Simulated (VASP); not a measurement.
# C (Fd-3m) in VASP: further runs

Runs on C. Level: LDA. Tasks: single point.

Everything below comes from runs of VASP 6.6.1. Logs are shortened: lines on timing, memory, paths and dates and some standing lists are left out, and cuts for length are marked.

## 1. The cell of the first run

The structure is cubic, space group Fd-3m (No. 227). The conventional cell has a = 3.532 Å, b = 3.532 Å, c = 3.532 Å, α = 90.00°, β = 90.00°, γ = 90.00°. C (site symmetry -43m) has 4 C at 1.53 Å within 2.0 Å.

## 2. Single point, LDA

INCAR

```
SYSTEM = C
ALGO = Normal
EDIFF = 1E-7
ENCUT = 520
GGA = CA
ISIF = 2
ISMEAR = -1
LASPH = .TRUE.
LCHARG = .FALSE.
LREAL = .FALSE.
LWAVE = .FALSE.
NBANDS = 21
NELM = 60
PREC = Accurate
SIGMA = 0.02
```

KPOINTS

```
k-points
0
G
  14 14 5
  0 0 0
```

POSCAR

```
C
1.0
    0.0000000000      1.7658614237     -1.7658614237
   -1.7658614237      0.0000000000      1.7658614237
    3.5317228474      3.5317228474      3.5317228474
C
6
Direct
    0.3333333330      0.6666666670      0.2083333330
    0.6666666670      0.3333333330      0.5416666670
    0.0000000000      0.0000000000      0.8750000000
    0.0000000000      0.0000000000      0.1250000000
    0.3333333330      0.6666666670      0.4583333330
    0.6666666670      0.3333333330      0.7916666670
```

Potentials or basis: VASP PAW LDA potentials, release 64 (C).

Command:

```sh
$ cat potpaw_LDA.64/C/POTCAR > POTCAR
$ mpirun -np 1 vasp_std > vasp.out
```

OUTCAR:

```text
SYSTEM = C
   EDIFF = 1E-7
   ENCUT = 520
   GGA = CA
   ISIF = 2
   ISMEAR = -1
   LASPH = .TRUE.
   LREAL = .FALSE.
   NELM = 60
   PREC = Accurate

 ion  position               nearest neighbor table
   1  0.333  0.667  0.208-   4 1.53   4 1.53   5 1.53   4 1.53
   2  0.667  0.333  0.542-   5 1.53   6 1.53   5 1.53   5 1.53
   3  0.000  0.000  0.875-   6 1.53   4 1.53   6 1.53   6 1.53
   4  0.000  0.000  0.125-   1 1.53   1 1.53   3 1.53   1 1.53
   5  0.333  0.667  0.458-   2 1.53   1 1.53   2 1.53   2 1.53
   6  0.667  0.333  0.792-   3 1.53   2 1.53   3 1.53   3 1.53

  LATTYP: Found a hexagonal cell.
 ALAT       =     2.4973051747
 C/A-ratio  =     2.4494897428

  Lattice vectors:

 A1 = (   0.0000000000,   1.7658614237,  -1.7658614237)
 A2 = (  -1.7658614237,   0.0000000000,   1.7658614237)
 A3 = (   3.5317228474,   3.5317228474,   3.5317228474)

Analysis of symmetry for initial positions (statically):
=====================================================================
 Subroutine PRICEL returns following result:

  LATTYP: Found a face centered cubic cell.
 ALAT       =     3.5317228439

  Lattice vectors:

 A1 = (   1.7658614219,   1.7658614219,   0.0000000000)
 A2 = (  -0.0000000018,   1.7658614219,   1.7658614237)
 A3 = (   1.7658614272,   0.0000000035,   1.7658614237)

   3 primitive cells build up your supercell.

 Routine SETGRP: Setting up the symmetry group for a
 hexagonal supercell.

 Subroutine GETGRP returns: Found 12 space group operations
 (whereof 12 operations were pure point group operations)
 out of a pool of 24 trial point group operations.

The static configuration has the point symmetry D_3d.

Analysis of symmetry for dynamics (positions and initial velocities):
=====================================================================
 Subroutine PRICEL returns following result:

  LATTYP: Found a face centered cubic cell.
 ALAT       =     3.5317228439

  Lattice vectors:

 A1 = (   1.7658614219,   1.7658614219,   0.0000000000)
 A2 = (  -0.0000000018,   1.7658614219,   1.7658614237)
 A3 = (   1.7658614272,   0.0000000035,   1.7658614237)

   3 primitive cells build up your supercell.

 Routine SETGRP: Setting up the symmetry group for a
 hexagonal supercell.

 Subroutine GETGRP returns: Found 12 space group operations
 (whereof 12 operations were pure point group operations)
 out of a pool of 24 trial point group operations.

The dynamic configuration has the point symmetry D_3d.

 Subroutine INISYM returns: Found 12 space group operations
 (whereof 12 operations are pure point group operations),
 and found     3 'primitive' translations

----------------------------------------------------------------------------------------

                                     Primitive cell

  volume of cell :      11.0129

  direct lattice vectors                    reciprocal lattice vectors
     1.765861422  1.765861422  0.000000000     0.283147926  0.283147927 -0.283147927
    -0.000000002  1.765861422  1.765861424    -0.283147926  0.283147926  0.283147926
     1.765861427  0.000000004  1.765861424     0.283147926 -0.283147926  0.283147926

  length of vectors
     2.497305172  2.497305173  2.497305177     0.490426595  0.490426594  0.490426594

  position of ions in fractional coordinates (direct lattice)
     0.875000000  0.875000000  0.875000000
     0.125000000  0.125000000  0.125000000

  ion indices of the primitive-cell ions
   primitive index   ion index
                 1           1
                 2           5

----------------------------------------------------------------------------------------

 KPOINTS: k-points

Automatic generation of k-mesh.
 Grid dimensions read from file:
 generate k-points for:   14   14    5

 Generating k-lattice:

  Cartesian coordinates                     Fractional coordinates (reciprocal lattice)
    -0.013483235  0.026966469 -0.013483235     0.071428571  0.000000000  0.000000000
    -0.026966469  0.013483235  0.013483235     0.000000000  0.071428571  0.000000000
     0.018876528  0.018876528  0.018876528     0.000000000  0.000000000  0.200000000

  Length of vectors
     0.033027045  0.033027045  0.032695106

  Shift w.r.t. Gamma in fractional coordinates (k-lattice)
     0.000000000  0.000000000  0.000000000

 Subroutine IBZKPT returns following result:
 ===========================================

 Found    104 irreducible k-points:

 Following reciprocal coordinates:
            Coordinates               Weight
  0.000000  0.000000  0.000000      1.000000
  0.071429  0.000000  0.000000      6.000000
  0.142857  0.000000  0.000000      6.000000
  0.214286  0.000000  0.000000      6.000000
  0.285714  0.000000  0.000000      6.000000
  0.357143  0.000000  0.000000      6.000000
[... 16 lines left out ...]
  0.285714  0.285714  0.000000      6.000000
  0.357143  0.285714 -0.000000      6.000000
 [... further k-points ...]
   k-points           NKPTS =    104   k-points in BZ     NKDIM =    104   number of bands    NBANDS=     21
   number of dos      NEDOS =    301   number of ions     NIONS =      6
   total plane-waves  NPLWV =  19200
   dimension x,y,z NGX =    20 NGY =   20 NGZ =   48
   dimension x,y,z NGXF=    40 NGYF=   40 NGZF=   96
   ions per type =               6
   NGX,Y,Z   is equivalent  to a cutoff of  13.31, 13.31, 13.05 a.u.
   NGXF,Y,Z  is equivalent  to a cutoff of  26.63, 26.63, 26.09 a.u.
 SYSTEM =  C
   PREC   = accura    normal or accurate (medium, high low for compatibility)
   ISTART =      0    job   : 0-new  1-cont  2-samecut
   ICHARG =      2    charge: 1-file 2-atom 10-const
   ISPIN  =      1    spin polarized calculation?
   LNONCOLLINEAR =      F non collinear calculations
   LSORBIT =      F    spin-orbit coupling
   LASPH  =      T    aspherical Exc in radial PAW
   ENCUT  =  520.0 eV  38.22 Ry    6.18 a.u.   4.64  4.64 11.37*2*pi/ulx,y,z
   NELM   =     60;   NELMIN=  2; NELMDL= -5     # of ELM steps
   EDIFF  = 0.1E-06   stopping-criterion for ELM
   LREAL  =      F    real-space projection
   EDIFFG = 0.1E-05   stopping-criterion for IOM
   NSW    =      0    number of steps for IOM
   IBRION =     -1    ionic relax: 0-MD 1-quasi-New 2-CG
   NFREE  =      0    steps in history (QN), initial steepest desc. (CG)
   ISIF   =      2    stress and relaxation
   ISYM   =      2    0-nonsym 1-usesym 2-fastsym
   POTIM  = 0.5000    time-step for ionic-motion
   TEBEG  =    0.0;   TEEND  =   0.0 temperature during run
   PSTRESS=    0.0 pullay stress
   NELECT =      24.0000    total number of electrons
   NUPDOWN=      -1.0000    fix difference up-down
   EMIN   =  10.00;   EMAX   =-10.00  energy-range for DOS
   EFERMI =   0.00;   METHOD = LEGACY
   ISMEAR =    -1;   SIGMA  =   0.02  broadening in eV -4-tet -1-fermi 0-gaus
   EFERMI_NEDOS =   21; number of points for ismear=-14 and -15
   IALGO  =     38    algorithm
   IMIX   =      4    mixing-type and parameters
     AMIX     =   0.40;   BMIX     =  1.00
     AMIX_MAG =   1.60;   BMIX_MAG =  1.00
  volume/ion in A,a.u.               =       5.51        37.16
  Fermi-wavevector in a.u.,A,eV,Ry     =   1.471651  2.781017 29.466915  2.165757
  Thomas-Fermi vector in A             =   2.586761
   LORBIT       =      0    0 simple, 1 ext, 2 COOP (PROOUT), +10 PAW based schemes
   GGA     = CA    functional components
   LHFCALC =     F    Hartree Fock is set to
   AEXX    =    0.0000 exact exchange contribution
   IVDW    =     0    specifies the selected vdW correction
   LEPSILON=     F    determine dielectric tensor
   LRPA    =     F    only Hartree local field effects (RPA)
 non-spin polarized calculation
  energy-cutoff  :      520.00
  volume of cell :       33.04
 maximum number of plane-waves:       911
 NGX is ok and might be reduce to    20
   NGX =  9   NGY =  9   NGZ = 23

 number of electron      23.9999999 magnetization

 Free energy of the ion-electron system (eV)
  ---------------------------------------------------
  ext. energy  EPLUGINS =         0.00000000
  ---------------------------------------------------
  free energy    TOTEN  =       -60.73564403 eV

  energy without entropy =      -60.73564403  energy(sigma->0) =      -60.73564403

 E-fermi :  10.6272     XC(G=0): -13.6433

 val. band max:       10.1616699267   @ k =   0.0000   0.0000   0.0000
 cond. band min:      14.3969288320   @ k =   0.0000   0.3571   0.2000
 fundamental gap:      4.2352589053
 Fermi energy:        10.6271627959

 k-point     1 :       0.0000    0.0000    0.0000
  band No.  band energies     occupation
      1     -11.5555      2.00000
      2      -8.4726      2.00000
      3      -8.4726      2.00000
      4       0.6608      2.00000
      5       0.6608      2.00000
      6       7.7859      2.00000
[... 13 lines left out ...]
     20      19.1875      0.00000
     21      19.1875      0.00000

 k-point     2 :       0.0714    0.0000    0.0000
  band No.  band energies     occupation
      1     -11.4273      2.00000
      2      -8.3492      2.00000
      3      -8.3489      2.00000
      4       0.7517      2.00000
      5       0.7555      2.00000
      6       6.8135      2.00000
[... 13 lines left out ...]
     20      19.5622      0.00000
     21      19.6705      0.00000

 k-point     3 :       0.1429    0.0000    0.0000
  band No.  band energies     occupation
      1     -11.0440      2.00000
      2      -7.9812      2.00000
      3      -7.9785      2.00000
      4       1.0038      2.00000
      5       1.0359      2.00000
      6       5.0928      2.00000
[... 13 lines left out ...]
     20      20.7552      0.00000
     21      20.9901      0.00000
[... 457 lines left out ...]
 k-point    23 :       0.2857    0.2857    0.0000
  band No.  band energies     occupation
      1      -5.6853      2.00000
      2      -3.4677      2.00000
      3      -3.4677      2.00000
      4      -1.5713      2.00000
      5      -1.5713      2.00000
      6       0.3615      2.00000
[... 13 lines left out ...]
     20      23.6164      0.00000
     21      24.1660      0.00000

 k-point    24 :       0.3571    0.2857   -0.0000
  band No.  band energies     occupation
      1      -4.3272      2.00000
      2      -4.3272      2.00000
      3      -3.1645      2.00000
      4      -1.3039      2.00000
      5      -0.8589      2.00000
      6      -0.8589      2.00000
[... 13 lines left out ...]
     20      24.5363      0.00000
     21      24.5364      0.00000

 [... further k-points ...]
[... 5 lines left out ...]
  --------------------------------------------------------------------------------------
  -------------------------------------------------------------------------------------
  Total        0.3358008      0.3358008      0.3358008     -0.0002432     -0.0002432     -0.0002432
  in kB       16.2843812     16.2843812     16.2843812     -0.0117937     -0.0117937     -0.0117937
  external PRESSURE =      16.2843812 kB  Pullay stress =       0.0000000 kB

 VOLUME and BASIS-vectors are now :
 -----------------------------------------------------------------------------
  energy-cutoff  :      520.00
  volume of cell :       33.04
      direct lattice vectors                 reciprocal lattice vectors
     0.000000000  1.765861424 -1.765861424    -0.188765284  0.377530568 -0.188765284
    -1.765861424  0.000000000  1.765861424    -0.377530568  0.188765284  0.188765284
     3.531722847  3.531722847  3.531722847     0.094382642  0.094382642  0.094382642

 POSITION                                       TOTAL-FORCE (eV/Angst)
 -----------------------------------------------------------------------------------
     -0.44147      1.32440      1.32440         0.000036      0.000036      0.000036
      1.32440      3.09026      1.32440         0.000036      0.000036      0.000036
      3.09026      3.09026      3.09026         0.000036      0.000036      0.000036
      0.44147      0.44147      0.44147        -0.000036     -0.000036     -0.000036
      0.44147      2.20733      2.20733        -0.000036     -0.000036     -0.000036
      2.20733      3.97319      2.20733        -0.000036     -0.000036     -0.000036
 -----------------------------------------------------------------------------------
    total drift:                                0.000000     -0.000000      0.000000

  FREE ENERGIE OF THE ION-ELECTRON SYSTEM (eV)
  ---------------------------------------------------
  free  energy   TOTEN  =       -60.7356440251 eV

  energy  without entropy=      -60.7356440251  energy(sigma->0) =      -60.73564403
```

It took 42 s on 1 thread of Intel Xeon 6975P-C (Granite Rapids), shared host; peak memory 0.15 GiB.

Results:

```yaml
Free_energy: -60.7356 eV
Pressure: 1.6 GPa
Band_gap_on_the_k_mesh: 4.24 eV
```

A k mesh can miss the band edges. LDA gaps usually lie below the measured ones, often by a third to a half.

## 3. Single point, LDA

INCAR

```
SYSTEM = C
  ALGO = Normal
  EDIFF = 1E-6
  ENCUT = 520
  ISIF = 2
  ISMEAR = -1
  LASPH = .True.
  LCHARG = .True.
  LELF = .True.
  LREAL = .False.
  LVHAR = .True.
  LWAVE = .False.
  NBANDS = 21
  NELM = 60
  PREC = Accurate
  SIGMA = 0.02
```

KPOINTS

```
k-points
0
Gamma
  14 14 5
  0 0 0
```

POSCAR is that of step 2.

Potentials or basis: VASP PAW LDA potentials, release 64 (C).

Command:

```sh
$ cat potpaw_LDA.64/C/POTCAR > POTCAR
$ mpirun -np 1 vasp_std > vasp.out
```

Wall time 39 s (1 thread of Intel Xeon 6975P-C (Granite Rapids), shared host); peak memory 0.15 GiB.

It converged, with:

```
Free energy            : -60.7356 eV
Pressure               : 1.6 GPa
Band gap on the k mesh : 4.24 eV
```

Levels at points of the mesh, in eV from the valence-band top:
| k point | band 10 | band 11 | band 12 | band 13 | band 14 | band 15 |
| --- | --- | --- | --- | --- | --- | --- |
| (0.00, 0.00, 0.00) | 0.00 | 0.00 | 0.00 | 5.63 | 5.63 | 5.63 |
| (0.50, 0.00, 0.00) | -5.05 | -4.07 | -4.07 | 4.77 | 4.77 | 7.15 |

A k mesh can miss the band edges. As with any semilocal functional, this LDA gap is likely too small.

## 4. Single point, LDA

INCAR, as its differences from that of step 3:

```diff
@@ -3,3 +3,4 @@
   EDIFF = 1E-6
-  ENCUT = 520
+  ENCUT = 910
+  GGA_COMPAT = .False.
   ISIF = 2
@@ -13,3 +14,3 @@
   NBANDS = 21
-  NELM = 60
+  NELM = 120
   PREC = Accurate
```

KPOINTS is that of step 3.

POSCAR is that of step 3.

Potentials or basis: VASP PAW LDA potentials, release 64 (C_h).

Command:

```sh
$ cat potpaw_LDA.64/C_h/POTCAR > POTCAR
$ mpirun -np 1 vasp_std > vasp.out
```

OUTCAR:

```text
SYSTEM = C
   EDIFF = 1E-6
   ENCUT = 910
   ISIF = 2
   ISMEAR = -1
   LASPH = .True.
   LREAL = .False.
   NELM = 120
   PREC = Accurate

 ion  position               nearest neighbor table
   1  0.333  0.667  0.208-
   2  0.667  0.333  0.542-
   3  0.000  0.000  0.875-
   4  0.000  0.000  0.125-
   5  0.333  0.667  0.458-
   6  0.667  0.333  0.792-

  LATTYP: Found a hexagonal cell.
 ALAT       =     2.4973051747
 C/A-ratio  =     2.4494897428

  Lattice vectors:

 A1 = (   0.0000000000,   1.7658614237,  -1.7658614237)
 A2 = (  -1.7658614237,   0.0000000000,   1.7658614237)
 A3 = (   3.5317228474,   3.5317228474,   3.5317228474)

Analysis of symmetry for initial positions (statically):
=====================================================================
 Subroutine PRICEL returns following result:

  LATTYP: Found a face centered cubic cell.
 ALAT       =     3.5317228439

  Lattice vectors:

[... 179 lines left out ...]
  ext. energy  EPLUGINS =         0.00000000
  ---------------------------------------------------
  free energy    TOTEN  =       -60.80035069 eV

  energy without entropy =      -60.80035069  energy(sigma->0) =      -60.80035069

 E-fermi :  11.7977     XC(G=0): -13.7973

 val. band max:       11.3386920272   @ k =   0.0000   0.0000   0.0000
 cond. band min:      15.5762805530   @ k =   0.0000   0.3571   0.2000
 fundamental gap:      4.2375885258
 Fermi energy:        11.7977443533

 k-point     1 :       0.0000    0.0000    0.0000
  band No.  band energies     occupation
      1     -10.3796      2.00000
      2      -7.2981      2.00000
      3      -7.2981      2.00000
      4       1.8357      2.00000
      5       1.8357      2.00000
      6       8.9619      2.00000
[... 565 lines left out ...]
     20      25.7069      0.00000
     21      25.7172      0.00000

 [... further k-points ...]
[... 5 lines left out ...]
  --------------------------------------------------------------------------------------
  -------------------------------------------------------------------------------------
  Total        0.1368816      0.1368816      0.1368816      0.0000043      0.0000043      0.0000043
  in kB        6.6379582      6.6379582      6.6379582      0.0002067      0.0002067      0.0002067
  external PRESSURE =       6.6379582 kB  Pullay stress =       0.0000000 kB

 VOLUME and BASIS-vectors are now :
 -----------------------------------------------------------------------------
  energy-cutoff  :      910.00
  volume of cell :       33.04
      direct lattice vectors                 reciprocal lattice vectors
     0.000000000  1.765861424 -1.765861424    -0.188765284  0.377530568 -0.188765284
    -1.765861424  0.000000000  1.765861424    -0.377530568  0.188765284  0.188765284
     3.531722847  3.531722847  3.531722847     0.094382642  0.094382642  0.094382642

 POSITION                                       TOTAL-FORCE (eV/Angst)
 -----------------------------------------------------------------------------------
     -0.44147      1.32440      1.32440         0.000023      0.000023      0.000023
      1.32440      3.09026      1.32440         0.000023      0.000023      0.000023
      3.09026      3.09026      3.09026         0.000023      0.000023      0.000023
      0.44147      0.44147      0.44147        -0.000023     -0.000023     -0.000023
      0.44147      2.20733      2.20733        -0.000023     -0.000023     -0.000023
      2.20733      3.97319      2.20733        -0.000023     -0.000023     -0.000023
 -----------------------------------------------------------------------------------
    total drift:                               -0.000000     -0.000000      0.000000

  FREE ENERGIE OF THE ION-ELECTRON SYSTEM (eV)
  ---------------------------------------------------
  free  energy   TOTEN  =       -60.8003506874 eV

  energy  without entropy=      -60.8003506874  energy(sigma->0) =      -60.80035069
```

It took 2.2 min on 1 thread of Intel Xeon Platinum 8488C (Sapphire Rapids), shared host; peak memory 0.23 GiB.

Results:

- Free energy: -60.8004 eV
- Pressure: 0.7 GPa
- Band gap on the k mesh: 4.24 eV

Caveat: the cutoff is under 1.25 times the usual one of these potentials, so pressure, stress and relaxed cells hold a basis-set (Pulay) error. A hybrid or GW would open this gap; LDA tends to underestimate it.
